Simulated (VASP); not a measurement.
# CaS (Fm-3m) in VASP: notebook, part 3 of 3

VASP 6.6.1. Earlier steps stand in the parts before.

## 5. Single point, PBE-based global hybrid

The input, POSCAR:

```
CaS
1.0
    0.0000000000      2.8479451031      2.8479451031
    2.8479451031      0.0000000000      2.8479451031
    2.8479451031      2.8479451031      0.0000000000
Ca S
1 1
Direct
    0.0000000000      0.0000000000      0.0000000000
    0.5000000000      0.5000000000      0.5000000000
```

The input, INCAR.step1:

```
SYSTEM = CaS
  PREC = Accurate
  ENCUT = 400
  EDIFF = 1E-5
  ISMEAR = 0
  SIGMA = 0.01
  LREAL = .FALSE.
  LASPH = .TRUE.
  NELM = 120
  ALGO = Normal
  ISIF = 2
  LWAVE = .TRUE.
  NBANDS = 15
  GGA = PE
  GGA_COMPAT = .FALSE.
```

The input, INCAR.step2:

```
SYSTEM = CaS
  PREC = Accurate
  ENCUT = 400
  EDIFF = 1E-6
  ISMEAR = 0
  SIGMA = 0.01
  LREAL = .FALSE.
  LASPH = .TRUE.
  NELM = 120
  ALGO = Normal
  ISIF = 2
  LWAVE = .FALSE.
  LCHARG = .TRUE.
  GGA = PE
  LHFCALC = .TRUE.
  AEXX = 0.5
  PRECFOCK = Normal
  LELF = .TRUE.
  LVHAR = .TRUE.
  NBANDS = 15
  ISTART = 1
  GGA_COMPAT = .FALSE.
```

The input, KPOINTS:

```
regular mesh
0
G
  4 4 4
  0 0 0
```

Potentials or basis: VASP PAW PBE potentials, release 64 (Ca_sv, S).

Started as:

```
cat potpaw_PBE.64/Ca_sv/POTCAR potpaw_PBE.64/S/POTCAR > POTCAR
cp INCAR.step1 INCAR
mpirun -np 1 vasp_std > vasp.out
cp INCAR.step2 INCAR
mpirun -np 1 vasp_std > vasp.out
```

OUTCAR:

```text
SYSTEM = CaS
   PREC = Accurate
   ENCUT = 400
   EDIFF = 1E-6
   ISMEAR = 0
   LREAL = .FALSE.
   LASPH = .TRUE.
   NELM = 120
   ISIF = 2
   GGA = PE
   LHFCALC = .TRUE.
   AEXX = 0.5
   PRECFOCK = Normal
   ISTART = 1

 ion  position               nearest neighbor table
   1  0.000  0.000  0.000-   2 2.85   2 2.85   2 2.85   2 2.85   2 2.85   2 2.85
   2  0.500  0.500  0.500-   1 2.85   1 2.85   1 2.85   1 2.85   1 2.85   1 2.85

  LATTYP: Found a face centered cubic cell.
 ALAT       =     5.6958902062

  Lattice vectors:

 A1 = (   0.0000000000,   2.8479451031,   2.8479451031)
 A2 = (   2.8479451031,   0.0000000000,   2.8479451031)
 A3 = (   2.8479451031,   2.8479451031,   0.0000000000)

Analysis of symmetry for initial positions (statically):
=====================================================================
 Subroutine PRICEL returns:
 Original cell was already a primitive cell.

 Routine SETGRP: Setting up the symmetry group for a
 face centered cubic supercell.

 Subroutine GETGRP returns: Found 48 space group operations
 (whereof 48 operations were pure point group operations)
 out of a pool of 48 trial point group operations.

The static configuration has the point symmetry O_h .

Analysis of symmetry for dynamics (positions and initial velocities):
=====================================================================
 Subroutine PRICEL returns:
 Original cell was already a primitive cell.

 Routine SETGRP: Setting up the symmetry group for a
 face centered cubic supercell.

 Subroutine GETGRP returns: Found 48 space group operations
 (whereof 48 operations were pure point group operations)
 out of a pool of 48 trial point group operations.

The dynamic configuration has the point symmetry O_h .

 Subroutine INISYM returns: Found 48 space group operations
 (whereof 48 operations are pure point group operations),
 and found     1 'primitive' translations

----------------------------------------------------------------------------------------

                                     Primitive cell

  volume of cell :      46.1982

  direct lattice vectors                    reciprocal lattice vectors
     0.000000000  2.847945103  2.847945103    -0.175565182  0.175565182  0.175565182
     2.847945103  0.000000000  2.847945103     0.175565182 -0.175565182  0.175565182
     2.847945103  2.847945103  0.000000000     0.175565182  0.175565182 -0.175565182

  length of vectors
     4.027602590  4.027602590  4.027602590     0.304087815  0.304087815  0.304087815

  position of ions in fractional coordinates (direct lattice)
     0.000000000  0.000000000  0.000000000
     0.500000000  0.500000000  0.500000000

  ion indices of the primitive-cell ions
   primitive index   ion index
                 1           1
                 2           2

----------------------------------------------------------------------------------------

 KPOINTS: regular mesh

Automatic generation of k-mesh.
 Grid dimensions read from file:
 generate k-points for:    4    4    4

 Generating k-lattice:

  Cartesian coordinates                     Fractional coordinates (reciprocal lattice)
[... 32 lines left out ...]
   NGXF,Y,Z  is equivalent  to a cutoff of  23.11, 23.11, 23.11 a.u.
 SYSTEM =  CaS
   PREC   = accura    normal or accurate (medium, high low for compatibility)
   ISTART =      1    job   : 0-new  1-cont  2-samecut
   ICHARG =      0    charge: 1-file 2-atom 10-const
   ISPIN  =      1    spin polarized calculation?
   LNONCOLLINEAR =      F non collinear calculations
   LSORBIT =      F    spin-orbit coupling
   LASPH  =      T    aspherical Exc in radial PAW
   ENCUT  =  400.0 eV  29.40 Ry    5.42 a.u.   6.57  6.57  6.57*2*pi/ulx,y,z
   NELM   =    120;   NELMIN=  2; NELMDL=  0     # of ELM steps
   EDIFF  = 0.1E-05   stopping-criterion for ELM
   LREAL  =      F    real-space projection
   EDIFFG = 0.1E-04   stopping-criterion for IOM
   NSW    =      0    number of steps for IOM
   IBRION =     -1    ionic relax: 0-MD 1-quasi-New 2-CG
   NFREE  =      0    steps in history (QN), initial steepest desc. (CG)
   ISIF   =      2    stress and relaxation
   ISYM   =      3    0-nonsym 1-usesym 2-fastsym
   POTIM  = 0.5000    time-step for ionic-motion
   TEBEG  =    0.0;   TEEND  =   0.0 temperature during run
   PSTRESS=    0.0 pullay stress
   NELECT =      16.0000    total number of electrons
   NUPDOWN=      -1.0000    fix difference up-down
   EMIN   =  10.00;   EMAX   =-10.00  energy-range for DOS
   EFERMI =   0.00;   METHOD = LEGACY
   ISMEAR =     0;   SIGMA  =   0.01  broadening in eV -4-tet -1-fermi 0-gaus
   EFERMI_NEDOS =   21; number of points for ismear=-14 and -15
   IALGO  =     38    algorithm
   IMIX   =      1    mixing-type and parameters
     AMIX     =   0.40;   BMIX     =  1.00
     AMIX_MAG =   1.60;   BMIX_MAG =  1.00
  volume/ion in A,a.u.               =      23.10       155.88
  Fermi-wavevector in a.u.,A,eV,Ry     =   1.149670  2.172561 17.983381  1.321741
  Thomas-Fermi vector in A             =   2.286338
   LORBIT       =      0    0 simple, 1 ext, 2 COOP (PROOUT), +10 PAW based schemes
   GGA     = PE    functional components
   LHFCALC =     T    Hartree Fock is set to
   PRECFOCK=normal    Normal, Fast or Accurate (Low or Medium for compatibility)
   ENCUT4O =  -1.0   cutoff for four orbital integrals eV
   NKREDX  =     1    reduce k-point grid by
   NKREDY  =     1    reduce k-point grid by
   NKREDZ  =     1    reduce k-point grid by
   AEXX    =    0.5000 exact exchange contribution
   HFSCREEN=    0.0000 screening length (either q_TF or 0.3 A-1)
   HFSCREENC=   0.0000 screening length for correlation (either q_TF or 0.3 A-1)
   ENCUTFOCK=  -1.0 apply spherical cutoff to Coloumb kernel
   IVDW    =     0    specifies the selected vdW correction
   LEPSILON=     F    determine dielectric tensor
   LRPA    =     F    only Hartree local field effects (RPA)
 non-spin polarized calculation
 Gauss-broadening in eV      SIGMA  =   0.01
  energy-cutoff  :      400.00
  volume of cell :       46.20
 maximum number of plane-waves:       869
 NGX is ok and might be reduce to    28
  NGX = 20; NGY = 20; NGZ = 20

 number of electron      15.9999999 magnetization

 Free energy of the ion-electron system (eV)
  ---------------------------------------------------
  ext. energy  EPLUGINS =         0.00000000
  ---------------------------------------------------
  free energy    TOTEN  =       -14.19770401 eV

  energy without entropy =      -14.19770401  energy(sigma->0) =      -14.19770401

 E-fermi :   0.7354     XC(G=0):  -5.4115

 val. band max:        0.6213531038   @ k =   0.0000   0.0000   0.0000
 cond. band min:       6.6101055364   @ k =   0.5000   0.5000   0.0000
 fundamental gap:      5.9887524326
 Fermi energy:         0.7353963034

 k-point     1 :       0.0000    0.0000    0.0000
  band No.  band energies     occupation
      1     -44.5058      2.00000
      2     -22.5257      2.00000
      3     -22.5257      2.00000
      4     -22.5257      2.00000
      5     -13.1138      2.00000
      6       0.6214      2.00000
      7       0.6214      2.00000
      8       0.6214      2.00000
      9       8.3638      0.00000
     10       8.9869      0.00000
     11       8.9869      0.00000
     12       8.9869      0.00000
     13       9.7734      0.00000
     14       9.7734      0.00000
[... 113 lines left out ...]
      2     -22.6279      2.00000
      3     -22.6279      2.00000
      4     -22.5953      2.00000
      5     -12.1733      2.00000
      6      -1.5497      2.00000
      7      -1.5497      2.00000
      8      -1.1996      2.00000
      9       9.6307      0.00000
     10       9.6307      0.00000
     11      10.9092      0.00000
     12      12.0373      0.00000
     13      12.6886      0.00000
     14      14.8148      0.00000
     15      14.9338      0.00000

------------------------ aborting loop because EDIFF is reached ----------------------------------------

  FORCE on cell =-STRESS in cart. coord.  units (eV):
  Direction    XX          YY          ZZ          XY          YZ          ZX
  --------------------------------------------------------------------------------------
  -------------------------------------------------------------------------------------
  Total       -0.1120084     -0.1120084     -0.1120084      0.0000000      0.0000000     -0.0000000
  in kB       -3.8845125     -3.8845125     -3.8845125      0.0000000      0.0000000     -0.0000000
  external PRESSURE =      -3.8845125 kB  Pullay stress =       0.0000000 kB

 VOLUME and BASIS-vectors are now :
 -----------------------------------------------------------------------------
  energy-cutoff  :      400.00
  volume of cell :       46.20
      direct lattice vectors                 reciprocal lattice vectors
     0.000000000  2.847945103  2.847945103    -0.175565182  0.175565182  0.175565182
     2.847945103  0.000000000  2.847945103     0.175565182 -0.175565182  0.175565182
     2.847945103  2.847945103  0.000000000     0.175565182  0.175565182 -0.175565182

 POSITION                                       TOTAL-FORCE (eV/Angst)
 -----------------------------------------------------------------------------------
      0.00000      0.00000      0.00000         0.000000      0.000000      0.000000
      2.84795      2.84795      2.84795        -0.000000     -0.000000     -0.000000
 -----------------------------------------------------------------------------------
    total drift:                                0.000000      0.000000      0.000000

  FREE ENERGIE OF THE ION-ELECTRON SYSTEM (eV)
  ---------------------------------------------------
  free  energy   TOTEN  =       -14.1977040096 eV

  energy  without entropy=      -14.1977040096  energy(sigma->0) =      -14.19770401
```

Run time: 2.4 min. Hardware: 1 thread of Intel Xeon Platinum 8488C (Sapphire Rapids), shared host; peak memory 0.16 GiB.

What came out:

- Free energy: -14.1977 eV
- Pressure: -0.4 GPa
- Band gap on the k mesh: 5.99 eV, indirect (least direct gap 7.00 eV)

Caveat: the k points lie up to 0.48 Å⁻¹ apart; the PAW data sets were made with another functional, which shifts forces and pressure a little.

## 6. Single point, PBE-based screened hybrid

POSCAR is that of step 5.

The input, INCAR.step1:

```
SYSTEM = CaS
PREC = Accurate
ENCUT = 400
EDIFF = 1E-5
ISMEAR = 0
SIGMA = 0.01
LREAL = .FALSE.
LASPH = .TRUE.
NELM = 120
ALGO = Normal
ISIF = 2
LWAVE = .TRUE.
LCHARG = .FALSE.
GGA = PE
NBANDS = 15
GGA_COMPAT = .FALSE.
```

The input, INCAR.step2:

```
SYSTEM = CaS
PREC = Accurate
ENCUT = 400
EDIFF = 1E-6
ISMEAR = 0
SIGMA = 0.01
LREAL = .FALSE.
LASPH = .TRUE.
NELM = 120
ALGO = Normal
ISIF = 2
LWAVE = .FALSE.
LCHARG = .FALSE.
GGA = PE
LHFCALC = .TRUE.
AEXX = 0.5
HFSCREEN = 0.2078
PRECFOCK = Normal
ISTART = 1
NBANDS = 15
GGA_COMPAT = .FALSE.
```

The input, KPOINTS:

```
Automatic mesh
0
G
  4 4 4
  0 0 0
```

Potentials or basis: VASP PAW PBE potentials, release 64 (Ca_sv, S).

Started as:

```
cat potpaw_PBE.64/Ca_sv/POTCAR potpaw_PBE.64/S/POTCAR > POTCAR
cp INCAR.step1 INCAR
mpirun -np 1 vasp_std > vasp.out
cp INCAR.step2 INCAR
mpirun -np 1 vasp_std > vasp.out
```

Wall time 2.5 min (1 thread of Intel Xeon Platinum 8488C (Sapphire Rapids), shared host); peak memory 0.26 GiB.

Results (log left out):

```yaml
Free_energy: -13.0249 eV
Pressure: -0.1 GPa
Band_gap_on_the_k_mesh: 4.50 eV, indirect (least direct gap 5.49 eV)
```

Levels at points of the mesh, in eV from the valence-band top:
| k point | band 5 | band 6 | band 7 | band 8 | band 9 | band 10 | band 11 | band 12 |
| --- | --- | --- | --- | --- | --- | --- | --- | --- |
| (0.00, 0.00, 0.00) | -13.65 | 0.00 | 0.00 | 0.00 | 6.28 | 6.83 | 6.83 | 6.83 |
| (0.50, 0.00, 0.00) | -12.64 | -3.64 | -1.26 | -1.26 | 7.20 | 9.29 | 9.66 | 9.66 |
| (0.50, 0.50, 0.00) | -12.86 | -2.77 | -0.99 | -0.99 | 4.50 | 8.26 | 8.76 | 10.31 |

Caveat: the k points lie up to 0.48 Å⁻¹ apart; the PAW data sets were made with another functional, which shifts forces and pressure a little. A k mesh can miss the band edges.

## 7. The runs side by side

```tsv
level	k mesh	cutoff (eV)	grid for exact exchange (PRECFOCK)	share of exact exchange	screening parameter	gap on the mesh (eV)	pressure (GPa)
PBE	6 × 6 × 6	500	-	-	-	2.36	0.6
PBE-based screened hybrid	4 × 4 × 4	400	Normal	0.05	0.5 1/Å	2.46	0.7
PBE-based global hybrid	4 × 4 × 4	400	Normal	0.05	-	2.70	0.6
PBE-based global hybrid	4 × 4 × 4	400	Normal	0.5	-	5.99	-0.4
PBE-based screened hybrid	4 × 4 × 4	400	Normal	0.5	0.2078 1/Å	4.50	-0.1
```

Alike in all rows: task single point; potentials or basis VASP PAW PBE potentials, release 64 (Ca_sv, S); no spin polarisation; cell as given; smearing gaussian 0.01 eV.

Caveats: some runs use coarse meshes; the PAW data sets were made with another functional, which shifts forces and pressure a little (some runs).

Absolute energies hang on the potentials; compare differences alone.
